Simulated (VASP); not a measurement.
A run of VASP 6.6.1 is set up as follows.

The input POSCAR:

```
HfO2
1.0
    0.0000000000      2.5162427855      2.6420549247
    2.5162427855      0.0000000000      2.6420549247
    2.5162427855      2.5162427855      0.0000000000
Hf O
1 2
Direct
    0.0000000000      0.0000000000      0.0000000000
    0.2500000000      0.2500000000      0.2500000000
    0.7500000000      0.7500000000      0.7500000000
```

Contents of INCAR.step1:

```
SYSTEM = HfO2
PREC     = Accurate       ! precision mode
ENCUT    = 520            ! plane-wave cutoff, eV
ISMEAR   = 0              ! smearing method
SIGMA    = 0.05           ! smearing width, eV
LREAL    = .False.        ! projectors in reciprocal space
LASPH    = .True.         ! aspherical terms in the spheres
NELM     = 80             ! most SCF steps
NBANDS   = 18             ! bands
GGA      = PE             ! functional
ALGO     = Normal         ! electronic algorithm
EDIFF    = 1E-4           ! SCF threshold, eV
LWAVE    = .True.         ! write WAVECAR
LCHARG   = .False.        ! write CHGCAR
```

Contents of INCAR.step2:

```
SYSTEM = HfO2
PREC     = Accurate       ! precision mode
ENCUT    = 520            ! plane-wave cutoff, eV
EDIFF    = 1E-7           ! SCF threshold, eV
ISMEAR   = 0              ! smearing method
SIGMA    = 0.05           ! smearing width, eV
LREAL    = .False.        ! projectors in reciprocal space
LASPH    = .True.         ! aspherical terms in the spheres
NELM     = 80             ! most SCF steps
ALGO     = Normal         ! electronic algorithm
ISIF     = 2              ! what is computed and relaxed
LWAVE    = .False.        ! write WAVECAR
LCHARG   = .True.         ! write CHGCAR
METAGGA  = R2SCAN         ! meta-GGA
LMIXTAU  = .True.       
LELF     = .True.         ! ELF
LVHAR    = .True.       
NBANDS   = 18             ! bands
ISTART   = 1
```

File KPOINTS:

```
regular mesh
0
Gamma
  8 8 8
  0 0 0
```

Potentials or basis: VASP PAW PBE potentials, release 64 (Hf_pv, O).

Command:

```sh
$ cat potpaw_PBE.64/Hf_pv/POTCAR potpaw_PBE.64/O/POTCAR > POTCAR
$ cp INCAR.step1 INCAR
$ mpirun -np 1 vasp_std > vasp.out
$ cp INCAR.step2 INCAR
$ mpirun -np 1 vasp_std > vasp.out
```

Q: Predict the pressure.

A: -12.0 GPa.

Q: What does it give for the band gap on the k mesh?

A: 3.76 eV, indirect (least direct gap 3.91 eV).

Stress tensor (GPa, compression positive):
```
 -4.10   0.00   0.00
  0.00  -4.10   0.00
  0.00   0.00 -27.71
```

Caveat: the PAW data sets were made with another functional, which shifts forces and pressure a little; spin-orbit coupling is left out, which moves the levels of the heavy elements. A k mesh can miss the band edges.
